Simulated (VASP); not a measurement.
Here is a VASP 6.6.1 calculation.

The input INCAR:

```
ALGO = Normal ; EDIFF = 1E-6
ENCUT = 500 ; GGA = CA
GGA_COMPAT = F ; ISIF = 2
ISMEAR = 0 ; ISYM = 0
LASPH = T ; LCHARG = T
LDAU = T ; LDAUJ = 0
LDAUL = 1 ; LDAUPRINT = 1
LDAUTYPE = 2 ; LDAUU = 1.9
LELF = T ; LREAL = F
LVHAR = T ; LWAVE = F
NBANDS = 9 ; NELM = 200
PREC = Accurate ; SIGMA = 0.1
```

The input KPOINTS:

```
Automatic mesh
0
Gamma
  9 9 4
  0.5 0.5 0
```

File POSCAR:

```
Se
1.0
   -1.7034486149      1.7034486149      1.7034486149
    1.7034486149     -1.7034486149      1.7034486149
    1.7034486149      1.7034486149     -1.7034486149
Se
1
Direct
    0.0000000000      0.0000000000      0.0000000000
```

Potentials or basis: VASP PAW LDA potentials, release 64 (Se).

Command:

```bash
$ cat potpaw_LDA.64/Se/POTCAR > POTCAR
$ mpirun -np 1 vasp_std > vasp.out
```

(1) Predict the band gap on the k mesh.

(2) Predict the pressure.

Results:

(1) zero (bands 3 and 4 overlap by 6.25 eV).

(2) -3.3 GPa.

Caveat: the k points lie up to 0.55 Å⁻¹ apart, too coarse for converged energies and pressures of a metal; U without spin polarisation on a metal has little footing.
